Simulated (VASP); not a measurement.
Runs of VASP 6.6.1 on BN (eos). The structure is that of space group F-43m (No. 216), or close to it. The cells are those of the table. 

```csv
cell,k mesh,smearing,gap on the mesh (eV),pressure (GPa)
"a = 2.605 Å, angles 60.0°, 2 atoms",12 × 12 × 12,gaussian 0.02 eV,4.27,-28.9
"a = 2.480 Å, angles 60.0°, 2 atoms",12 × 12 × 12,gaussian 0.02 eV,(a),(b)
"a = 2.531 Å, angles 60.0°, 2 atoms",10 × 10 × 10,gaussian 0.1 eV,4.38,1.0
"a = 2.581 Å, angles 60.0°, 2 atoms",12 × 12 × 12,gaussian 0.02 eV,4.31,-20.3
"a = 2.531 Å, angles 60.0°, 2 atoms",12 × 12 × 12,gaussian 0.02 eV,4.38,1.0
```

Alike in all rows: task single point; level LDA; potentials or basis VASP PAW LDA potentials, release 64 (B, N); no spin polarisation; cutoff (eV) 600.

Fill in the values left out.

(a) 4.45; (b) 29.1.

A k mesh can miss the band edges.
